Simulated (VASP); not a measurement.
# AlNi3 in VASP: single point with PBEsol

Aim: the single point of AlNi3 with PBEsol.

Program: VASP 6.6.1. These are calculated values, not measurements. Logs are shortened: lines on timing, memory, paths and dates and some standing lists are left out, and cuts for length are marked.

### Step 1. The cell of the first run

The typed cell holds 16 atoms: a = 6.135 Å, b = 6.102 Å, c = 6.102 Å, α = 108.57°, β = 109.82°, γ = 109.81°.

### Step 2. Single point, PBEsol

INCAR

```
PREC = Accurate ; ENCUT = 520
EDIFF = 1E-6 ; ISMEAR = 0
SIGMA = 0.1 ; LREAL = Auto
LASPH = T ; NELM = 60
ALGO = Fast ; ISIF = 2
LWAVE = F ; LCHARG = F
GGA = PS ; ISYM = 0
NBANDS = 80
```

KPOINTS

```
Automatic mesh
0
Gamma
  4 5 5
```

POSCAR

```
AlNi3
1.0
   -3.5622120000      3.5315990000      3.5320070000
    3.5622140000     -3.5033680000      3.5037780000
    3.5622170000      3.5033740000     -3.5037760000
Ni Al
12 4
Direct
    0.5014232767      0.0076140366      0.4953370975
    0.5014200608      0.5076087281      0.9953305707
    0.5014168033      0.2520201381      0.2509232972
    0.0014191340      0.7473957879      0.2668623656
    0.0014176350      0.2360775908      0.7555504863
    0.5014194112      0.7520186333      0.7509178084
    0.7563223694      0.5059971081      0.7518460135
    0.2454421304      0.5037596012      0.2432052369
    0.7392061821      0.9963156536      0.2444139215
    0.2636539033      0.2585288507      0.5066432940
    0.2465543741      0.7511100905      0.9969688778
    0.7573748053      0.2597361996      0.9991634093
    0.0014232103      0.4731542458      0.4974481755
    0.0014223251      0.0055005317      0.0297859840
    0.2825150424      0.0224233696      0.7616151321
    0.7202991528      0.7413238022      0.4804900207
```

Potentials or basis: VASP PAW PBE potentials, release 64 (Ni, Al).

Launch:

```bash
$ cat potpaw_PBE.64/Ni/POTCAR potpaw_PBE.64/Al/POTCAR > POTCAR
$ mpirun -np 1 vasp_std > vasp.out
```

OUTCAR:

```text
PREC = Accurate
   ENCUT = 520
   EDIFF = 1E-6
   ISMEAR = 0
   LREAL = Auto
   LASPH = T
   NELM = 60
   ISIF = 2
   GGA = PS
   ISYM = 0

 ion  position               nearest neighbor table
   1  0.501  0.008  0.495-   3 2.42  16 2.43  15 2.43  10 2.45   9 2.45  11 2.50   7 2.50   5 2.50
                             4 2.50  12 2.52   8 2.52   6 2.53
   2  0.501  0.508  0.995-   6 2.42  16 2.43  15 2.43  10 2.45   9 2.45  11 2.50   7 2.50   4 2.50
                             5 2.50  12 2.52   8 2.52   3 2.53
   3  0.501  0.252  0.251-   1 2.42  15 2.45  16 2.45   9 2.47  10 2.47  14 2.50  13 2.50   7 2.51
                            11 2.51   2 2.53   8 2.54  12 2.54
   4  0.001  0.747  0.267-   8 2.45  12 2.45  14 2.45  15 2.49  16 2.49   2 2.50   1 2.50  13 2.51
                             9 2.56  10 2.56   7 2.58  11 2.58
   5  0.001  0.236  0.756-   8 2.45  12 2.45  13 2.45  15 2.49  16 2.49   1 2.50   2 2.50  14 2.51
                             9 2.56  10 2.56   7 2.58  11 2.58
   6  0.501  0.752  0.751-   2 2.42  15 2.45  16 2.45   9 2.47  10 2.47  13 2.50  14 2.50   7 2.51
                            11 2.51   1 2.53   8 2.54  12 2.54
   7  0.756  0.506  0.752-  12 2.45  11 2.45  10 2.46   1 2.50   2 2.50   3 2.51   6 2.51  13 2.51
                            14 2.51  16 2.52   5 2.58   4 2.58
   8  0.245  0.504  0.243-  16 2.37  12 2.44  11 2.45   5 2.45   4 2.45  14 2.50  13 2.50  10 2.52
                             2 2.52   1 2.52   6 2.54   3 2.54
   9  0.739  0.996  0.244-  13 2.39  14 2.39  16 2.43   1 2.45   2 2.45  11 2.46   3 2.47   6 2.47
                            12 2.52   4 2.56   5 2.56  10 2.62
  10  0.264  0.259  0.507-  13 2.39  14 2.39  15 2.44   1 2.45   2 2.45   7 2.46   3 2.47   6 2.47
                             8 2.52   4 2.56   5 2.56   9 2.62
  11  0.247  0.751  0.997-   8 2.45   7 2.45   9 2.46   2 2.50   1 2.50   3 2.51   6 2.51  13 2.51
                            14 2.51  15 2.52   4 2.58   5 2.58
  12  0.757  0.260  0.999-  15 2.37   8 2.44   7 2.45   5 2.45   4 2.45  14 2.50  13 2.50   9 2.52
                             1 2.52   2 2.52   6 2.54   3 2.54
  13  0.001  0.473  0.497-  10 2.39   9 2.39   5 2.45  12 2.50   8 2.50   6 2.50   3 2.50   4 2.51
                            11 2.51   7 2.51  16 2.75  15 2.75  14 3.33
  14  0.001  0.006  0.030-  10 2.39   9 2.39   4 2.45  12 2.50   8 2.50   3 2.50   6 2.50   5 2.51
                            11 2.51   7 2.51  15 2.75  16 2.75  13 3.33
  15  0.283  0.022  0.762-  12 2.37   2 2.43   1 2.43  10 2.44   3 2.45   6 2.45   5 2.49   4 2.49
                            11 2.52  14 2.75  13 2.75  16 2.81
  16  0.720  0.741  0.480-   8 2.37   2 2.43   1 2.43   9 2.43   3 2.45   6 2.45   4 2.49   5 2.49
                             7 2.52  13 2.75  14 2.75  15 2.81

IMPORTANT INFORMATION: All symmetrisations will be switched off!
NOSYMM: (Re-)initialisation of all symmetry stuff for point group C_1.

----------------------------------------------------------------------------------------

                                     Primitive cell

[... 157 lines left out ...]
   IALGO  =     68    algorithm
   IMIX   =      4    mixing-type and parameters
     AMIX     =   0.40;   BMIX     =  1.00
     AMIX_MAG =   1.60;   BMIX_MAG =  1.00
  volume/ion in A,a.u.               =      11.02        74.36
  Fermi-wavevector in a.u.,A,eV,Ry     =   1.486518  2.809111 30.065267  2.209735
  Thomas-Fermi vector in A             =   2.599794
   LORBIT       =      0    0 simple, 1 ext, 2 COOP (PROOUT), +10 PAW based schemes
   GGA     = PS    functional components
   LHFCALC =     F    Hartree Fock is set to
   AEXX    =    0.0000 exact exchange contribution
   IVDW    =     0    specifies the selected vdW correction
   LEPSILON=     F    determine dielectric tensor
   LRPA    =     F    only Hartree local field effects (RPA)
 non-spin polarized calculation
 RMM-DIIS sequential band-by-band and
 Gauss-broadening in eV      SIGMA  =   0.10
  energy-cutoff  :      520.00
  volume of cell :      176.31
 maximum number of plane-waves:      4773
 NGX is ok and might be reduce to    48
   NGX = 23   NGY = 23   NGZ = 23

 number of electron     132.0000015 magnetization

 Free energy of the ion-electron system (eV)
  ---------------------------------------------------
  ext. energy  EPLUGINS =         0.00000000
  ---------------------------------------------------
  free energy    TOTEN  =       -95.76548447 eV

  energy without entropy =      -95.69905419  energy(sigma->0) =      -95.73226933

 E-fermi :   9.7742     XC(G=0): -12.9526

 val. band max:        9.7678479619   @ k =   0.5000   0.4000   0.4000
 cond. band min:       9.7747871945   @ k =   0.2500   0.0000   0.4000
 fundamental gap:      0.0069392326
 Fermi energy:         9.7742070245

 k-point     1 :       0.0000    0.0000    0.0000
  band No.  band energies     occupation
      1      -0.5372      2.00000
      2       3.8987      2.00000
      3       3.9090      2.00000
      4       3.9748      2.00000
      5       4.2325      2.00000
      6       4.7662      2.00000
[... 1933 lines left out ...]
     77      13.5677      0.00000
     78      14.8532      0.00000

 [... further k-points ...]

 [bands above 78 left out]

------------------------ aborting loop because EDIFF is reached ----------------------------------------

  FORCE on cell =-STRESS in cart. coord.  units (eV):
  Direction    XX          YY          ZZ          XY          YZ          ZX
  --------------------------------------------------------------------------------------
  -------------------------------------------------------------------------------------
  Total        0.4161750     -0.0520756     -0.0602945      0.0201293      0.1775524      0.0215468
  in kB        3.7817983     -0.4732127     -0.5478988      0.1829157      1.6134258      0.1957966
  external PRESSURE =       0.9202289 kB  Pullay stress =       0.0000000 kB

 VOLUME and BASIS-vectors are now :
 -----------------------------------------------------------------------------
  energy-cutoff  :      520.00
  volume of cell :      176.31
      direct lattice vectors                 reciprocal lattice vectors
    -3.562212000  3.531599000  3.532007000    -0.000000159  0.141578873  0.141562468
     3.562214000 -3.503368000  3.503778000     0.140362047 -0.000570472  0.142132800
     3.562217000  3.503374000 -3.503776000     0.140361967  0.142149146 -0.000570412

 POSITION                                       TOTAL-FORCE (eV/Angst)
 -----------------------------------------------------------------------------------
      0.00545      3.47950      0.06216         0.000406      0.012200     -0.012238
      3.56763      3.47949      0.06215         0.000154      0.019105     -0.019119
      0.00544      1.76696      1.77485         0.000514     -0.027159      0.027368
      3.60795     -1.67847      1.68870         0.005641     -0.017683      0.018746
      3.52734      1.82492     -1.81511        -0.005258     -0.018751      0.018000
      3.56762      1.76696      1.77488         0.000153     -0.032252      0.032240
[... 8 lines left out ...]
      1.78654      3.58740     -1.59212        -0.003585     -0.000965      0.033483
      1.78651      1.63001      3.45801        -0.000787     -0.033156     -0.000226
 -----------------------------------------------------------------------------------
    total drift:                               -0.008274      0.001827     -0.004461

  FREE ENERGIE OF THE ION-ELECTRON SYSTEM (eV)
  ---------------------------------------------------
  free  energy   TOTEN  =       -95.7654844731 eV

  energy  without entropy=      -95.6990541871  energy(sigma->0) =      -95.73226933
```

Run time: 37 min. Hardware: 1 thread of Oxide Virtual Turin-like, shared host; peak memory 0.58 GiB.

Results:

```yaml
Free_energy: -95.7655 eV
Pressure: 0.1 GPa
Largest_force: 0.046 eV/Å
Band_gap_on_the_k_mesh: zero (bands 66 and 67 overlap by 0.83 eV)
```

Forces in eV/Å, atoms in the order of the input:
```
Ni   0.000  0.012 -0.012
Ni   0.000  0.019 -0.019
Ni   0.001 -0.027  0.027
Ni   0.006 -0.018  0.019
Ni  -0.005 -0.019  0.018
Ni   0.000 -0.032  0.032
Ni  -0.006 -0.017 -0.039
Ni   0.001  0.043  0.009
Ni   0.000  0.013 -0.009
Ni   0.001  0.008 -0.012
Ni   0.006  0.038  0.017
Ni   0.001 -0.009 -0.043
Al  -0.031  0.012 -0.010
Al   0.031  0.010 -0.012
Al  -0.004 -0.001  0.033
Al  -0.001 -0.033  0.000
```

Levels at points of the mesh, in eV from the Fermi level:
| k point | band 62 | band 63 | band 64 | band 65 | band 66 | band 67 | band 68 | band 69 | band 70 | band 71 |
| --- | --- | --- | --- | --- | --- | --- | --- | --- | --- | --- |
| (0.00, 0.00, 0.00) | -0.08 | 0.03 | 0.11 | 0.16 | 0.25 | 0.29 | 0.46 | 0.63 | 0.65 | 0.70 |
| (0.50, 0.00, 0.00) | -0.33 | -0.32 | -0.26 | -0.19 | -0.19 | -0.16 | 0.37 | 0.79 | 1.23 | 1.60 |

Caveat: the PAW data sets were made with another functional, which shifts forces and pressure a little. Spin polarisation is off, so any magnetic state and its effect on volume and gap are missing.
